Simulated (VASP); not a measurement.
Set up this calculation in VASP 6.6.1, as the native input.

| Quantity | Value |
| --- | --- |
| Task | single point |
| Functional | PBE |
| Potentials or basis | VASP PAW PBE potentials, release 64 (Cd, Sb, O) |
| Cutoff | 520 eV |
| k mesh | 10 × 10 × 10 |
| Occupations | gaussian, width 0.1 eV |
| Spin | no spin polarisation |
| Dipole correction | no |
| Further INCAR settings | ALGO = Normal; EDIFF = 1e-07; NBANDS = 38 |

The structure of Cd4SbO lies in POSCAR:

```
Cd4SbO
1.0
   -2.9676554481      2.9676554481      4.7924753955
    2.9676554481     -2.9676554481      4.7924753955
    2.9676554481      2.9676554481     -4.7924753955
Cd Sb O
4 1 1
Direct
    0.7500000000      0.2500000000      0.5000000000
    0.2500000000      0.7500000000      0.5000000000
    0.7911733826      0.7911733826      0.0000000000
    0.2088266174      0.2088266174      0.0000000000
    0.5000000000      0.5000000000      0.0000000000
    0.0000000000      0.0000000000      0.0000000000
```

The cell was generated, and may not be a known phase.

The input as run:

INCAR

```
ALGO     = Normal         # electronic algorithm
EDIFF    = 1E-7           # SCF threshold, eV
ENCUT    = 520            # plane-wave cutoff, eV
GGA      = PE             # functional
ISIF     = 2              # what is computed and relaxed
ISMEAR   = 0              # smearing method
LASPH    = T              # aspherical terms in the spheres
LCHARG   = T              # write CHGCAR
LELF     = T              # ELF
LREAL    = F              # projectors in reciprocal space
LVHAR    = T            
LWAVE    = F              # write WAVECAR
NBANDS   = 38             # bands
NELM     = 80             # most SCF steps
PREC     = Accurate       # precision mode
SIGMA    = 0.1            # smearing width, eV
```

KPOINTS

```
k-points
0
Gamma
  10 10 10
```

Potentials or basis: VASP PAW PBE potentials, release 64 (Cd, Sb, O).

Run with:

```bash
$ cat potpaw_PBE.64/Cd/POTCAR potpaw_PBE.64/Sb/POTCAR potpaw_PBE.64/O/POTCAR > POTCAR
$ mpirun -np 1 vasp_std > vasp.out
```

Results of the run:

```
Pressure               : 0.4 GPa
Largest force          : 0.224 eV/Å
Band gap on the k mesh : zero (an odd number of electrons rules out a gap without spin polarisation)
```

Caveat: spin-orbit coupling is left out, which moves the levels of the heavy elements; an odd number of electrons without spin polarisation forces a metal; a magnetic or distorted state may lie lower.

Wall time 6.2 min on 1 thread of Intel(R) Xeon(R) 6975P-C (Granite Rapids), with other jobs on the host, peak memory 0.71 GiB.
